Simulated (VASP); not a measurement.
# Pt (Fm-3m) in VASP: single point with PBE

Aim: the single point of Pt with PBE.

All numbers are computed with VASP 6.6.1; they aren't measurements. Logs are shortened: lines on timing, memory, paths and dates and some standing lists are left out, and cuts for length are marked.

## 1. The cell of the first run

It takes space group Fm-3m (No. 225, cubic). Conventional cell: a = 3.788 Å, b = 3.788 Å, c = 3.788 Å, α = 90.00°, β = 90.00°, γ = 90.00°. Pt (site symmetry m-3m) has 12 Pt at 2.68 Å within 3.5 Å.

## 2. Single point, PBE, collinear spin, zero start

INCAR reads:

```
SYSTEM = Pt
  PREC = Accurate
  ENCUT = 500
  EDIFF = 1E-6
  ISMEAR = -1
  SIGMA = 0.1
  LREAL = .False.
  LASPH = .True.
  NELM = 200
  ALGO = Normal
  ISIF = 2
  LWAVE = .False.
  LCHARG = .True.
  ISPIN = 2
  MAGMOM = 0
  LORBIT = 11
  LMAXMIX = 4
  GGA = PE
  LELF = .True.
  LVHAR = .True.
  NBANDS = 15
  GGA_COMPAT = .False.
```

KPOINTS reads:

```
regular mesh
0
Gamma
  8 8 8
  0 0 0
```

POSCAR reads:

```
Pt
1.0
    0.0000000000      1.8940000000      1.8940000000
    1.8940000000      0.0000000000      1.8940000000
    1.8940000000      1.8940000000      0.0000000000
Pt
1
Direct
    0.0000000000      0.0000000000      0.0000000000
```

Potentials or basis: VASP PAW PBE potentials, release 64 (Pt).

On the command line:

```
$ cat potpaw_PBE.64/Pt/POTCAR > POTCAR
$ mpirun -np 1 vasp_std > vasp.out
```

OUTCAR:

```text
SYSTEM = Pt
   PREC = Accurate
   ENCUT = 500
   EDIFF = 1E-6
   ISMEAR = -1
   LREAL = .False.
   LASPH = .True.
   NELM = 200
   ISIF = 2
   ISPIN = 2
   LORBIT = 11
   GGA = PE

 ion  position               nearest neighbor table
   1  0.000  0.000  0.000-

  LATTYP: Found a face centered cubic cell.
 ALAT       =     3.7880000000

  Lattice vectors:

 A1 = (   0.0000000000,   1.8940000000,   1.8940000000)
 A2 = (   1.8940000000,   0.0000000000,   1.8940000000)
 A3 = (   1.8940000000,   1.8940000000,   0.0000000000)

Analysis of symmetry for initial positions (statically):
=====================================================================
 Subroutine PRICEL returns:
 Original cell was already a primitive cell.

 Routine SETGRP: Setting up the symmetry group for a
 face centered cubic supercell.

 Subroutine GETGRP returns: Found 48 space group operations
 (whereof 48 operations were pure point group operations)
 out of a pool of 48 trial point group operations.

The static configuration has the point symmetry O_h .

Analysis of symmetry for dynamics (positions and initial velocities):
=====================================================================
 Subroutine PRICEL returns:
 Original cell was already a primitive cell.

 Routine SETGRP: Setting up the symmetry group for a
 face centered cubic supercell.

 Subroutine GETGRP returns: Found 48 space group operations
 (whereof 48 operations were pure point group operations)
 out of a pool of 48 trial point group operations.

The dynamic configuration has the point symmetry O_h .

Analysis of structural, dynamic, and magnetic symmetry:
=====================================================================
 Subroutine PRICEL returns:
 Original cell was already a primitive cell.

 Routine SETGRP: Setting up the symmetry group for a
 face centered cubic supercell.

 Subroutine GETGRP returns: Found 48 space group operations
 (whereof 48 operations were pure point group operations)
 out of a pool of 48 trial point group operations.

The overall configuration has the point symmetry O_h .

 Subroutine INISYM returns: Found 48 space group operations
 (whereof 48 operations are pure point group operations),
 and found     1 'primitive' translations

----------------------------------------------------------------------------------------

                                     Primitive cell

  volume of cell :      13.5884

  direct lattice vectors                    reciprocal lattice vectors
     0.000000000  1.894000000  1.894000000    -0.263991552  0.263991552  0.263991552
[... 125 lines left out ...]
 Free energy of the ion-electron system (eV)
  ---------------------------------------------------
  ext. energy  EPLUGINS =         0.00000000
  ---------------------------------------------------
  free energy    TOTEN  =        -5.83819368 eV

  energy without entropy =       -5.79106072  energy(sigma->0) =       -5.81462720

 E-fermi :  13.3143     XC(G=0): -14.1298

 val. band max:       13.1688639432   @ k =  -0.3750   0.3750   0.0000
 cond. band min:      13.3270697754   @ k =  -0.2500   0.1250   0.0000
 fundamental gap:      0.1582058322
 Fermi energy:        13.3143068671

 spin component 1

 k-point     1 :       0.0000    0.0000    0.0000
  band No.  band energies     occupation
      1       1.9468      1.00000
      2       8.8884      1.00000
      3       8.8884      1.00000
      4       8.8884      1.00000
      5      11.4401      1.00000
      6      11.4401      1.00000
      7      27.6652      0.00000
      8      33.2312      0.00000
      9      33.2312      0.00000
     10      33.2312      0.00000
     11      38.9790      0.00000
     12      45.6292      0.00000
     13      45.6292      0.00000
     14      45.6292      0.00000
[... 403 lines left out ...]
      4      10.1572      1.00000
      5      13.1444      0.84544
      6      18.1207      0.00000
      7      19.5863      0.00000
      8      29.0208      0.00000
      9      29.1606      0.00000
     10      33.1700      0.00000
     11      40.7488      0.00000
     12      43.4182      0.00000
     13      45.7493      0.00000
     14      45.9108      0.00000
     15      45.9874      0.00000

 [... further k-points ...]

 spin component 2

 k-point     1 :       0.0000    0.0000    0.0000
  band No.  band energies     occupation
      1       1.9469      1.00000
      2       8.8884      1.00000
      3       8.8884      1.00000
      4       8.8884      1.00000
      5      11.4401      1.00000
      6      11.4401      1.00000
      7      27.6652      0.00000
      8      33.2313      0.00000
      9      33.2313      0.00000
     10      33.2313      0.00000
     11      38.9790      0.00000
     12      45.6292      0.00000
     13      45.6292      0.00000
     14      45.6292      0.00000
[... 403 lines left out ...]
      4      10.1572      1.00000
      5      13.1444      0.84544
      6      18.1207      0.00000
      7      19.5863      0.00000
      8      29.0208      0.00000
      9      29.1606      0.00000
     10      33.1700      0.00000
     11      40.7488      0.00000
     12      43.4182      0.00000
     13      45.7493      0.00000
     14      45.9108      0.00000
     15      45.9872      0.00000

 [... further k-points ...]

------------------------ aborting loop because EDIFF is reached ----------------------------------------

  FORCE on cell =-STRESS in cart. coord.  units (eV):
  Direction    XX          YY          ZZ          XY          YZ          ZX
  --------------------------------------------------------------------------------------
  -------------------------------------------------------------------------------------
  Total        4.2639011      4.2639011      4.2639011      0.0000000     -0.0000000      0.0000000
  in kB      502.7450323    502.7450323    502.7450323      0.0000000     -0.0000000      0.0000000
  external PRESSURE =     502.7450323 kB  Pullay stress =       0.0000000 kB

 VOLUME and BASIS-vectors are now :
 -----------------------------------------------------------------------------
  energy-cutoff  :      500.00
  volume of cell :       13.59
      direct lattice vectors                 reciprocal lattice vectors
     0.000000000  1.894000000  1.894000000    -0.263991552  0.263991552  0.263991552
     1.894000000  0.000000000  1.894000000     0.263991552 -0.263991552  0.263991552
     1.894000000  1.894000000  0.000000000     0.263991552  0.263991552 -0.263991552

 POSITION                                       TOTAL-FORCE (eV/Angst)
 -----------------------------------------------------------------------------------
      0.00000      0.00000      0.00000         0.000000      0.000000      0.000000
 -----------------------------------------------------------------------------------
    total drift:                                0.000000      0.000000      0.000000

  FREE ENERGIE OF THE ION-ELECTRON SYSTEM (eV)
  ---------------------------------------------------
  free  energy   TOTEN  =        -5.8381936825 eV

  energy  without entropy=       -5.7910607237  energy(sigma->0) =       -5.81462720

 total charge

# of ion       s       p       d       tot
------------------------------------------
    1        0.706   0.773   8.132   9.611

 magnetization (x)

# of ion       s       p       d       tot
------------------------------------------
    1        0.000   0.000   0.000   0.000
```

OSZICAR:

```text
N       E                     dE             d eps       ncg     rms          rms(c)
DAV:   1     0.441900671539E+02    0.44190E+02   -0.49831E+03  1756   0.609E+02
DAV:   2    -0.544622380688E+01   -0.49636E+02   -0.47479E+02  2398   0.159E+02
DAV:   3    -0.620980058129E+01   -0.76358E+00   -0.76016E+00  2265   0.176E+01
DAV:   4    -0.621182103940E+01   -0.20205E-02   -0.20202E-02  2118   0.106E+00
DAV:   5    -0.621183058668E+01   -0.95473E-05   -0.95474E-05  2279   0.603E-02    0.176E+01
DAV:   6    -0.590123919350E+01    0.31059E+00   -0.46583E-01  2489   0.455E+00    0.945E+00
DAV:   7    -0.584287453564E+01    0.58365E-01   -0.17770E-01  2475   0.271E+00    0.244E+00
DAV:   8    -0.583843448768E+01    0.44400E-02   -0.99347E-03  2006   0.713E-01    0.615E-01
DAV:   9    -0.583818912852E+01    0.24536E-03   -0.22156E-04  2447   0.106E-01    0.233E-02
DAV:  10    -0.583819278358E+01   -0.36551E-05   -0.24590E-06  2067   0.109E-02    0.113E-02
DAV:  11    -0.583819368248E+01   -0.89890E-06   -0.28378E-07  1983   0.304E-03
   1 F= -.58381937E+01 E0= -.58146272E+01  d E =-.471330E-01  mag=    -0.0000
```

It took 8.8 s on 1 thread of Intel Xeon Platinum 8488C (Sapphire Rapids), shared host; peak memory 0.13 GiB.

Results:

* Free energy: -5.8382 eV
* Pressure: 50.3 GPa
* Band gap on the k mesh: zero (filled and empty bands overlap)
* Net moment: 0.00 μB per cell
* Valence electrons inside the program's atomic spheres: Pt 9.61

Levels at points of the mesh, in eV from the Fermi level:
Spin up:
| k point | band 2 | band 3 | band 4 | band 5 | band 6 | band 7 | band 8 | band 9 |
| --- | --- | --- | --- | --- | --- | --- | --- | --- |
| (0.00, 0.00, 0.00) | -4.43 | -4.43 | -4.43 | -1.87 | -1.87 | 14.35 | 19.92 | 19.92 |
| (0.50, 0.00, 0.00) | -4.52 | -4.52 | -0.83 | 0.12 | 0.12 | 6.77 | 13.96 | 19.74 |
| (0.50, 0.50, 0.00) | -7.74 | 0.08 | 0.67 | 0.67 | 1.67 | 10.17 | 11.79 | 11.79 |
Spin down:
| k point | band 1 | band 2 | band 3 | band 4 | band 5 | band 6 | band 7 | band 8 | band 9 | band 10 |
| --- | --- | --- | --- | --- | --- | --- | --- | --- | --- | --- |
| (0.00, 0.00, 0.00) | -11.37 | -4.43 | -4.43 | -4.43 | -1.87 | -1.87 | 14.35 | 19.92 | 19.92 | 19.92 |
| (0.50, 0.00, 0.00) | -8.43 | -4.52 | -4.52 | -0.83 | 0.12 | 0.12 | 6.77 | 13.96 | 19.74 | 19.74 |
| (0.50, 0.50, 0.00) | -8.26 | -7.74 | 0.08 | 0.67 | 0.67 | 1.67 | 10.17 | 11.79 | 11.79 | 21.54 |

Caveat: the cell stands under pressure; spin-orbit coupling is left out, which moves the levels of the heavy elements.
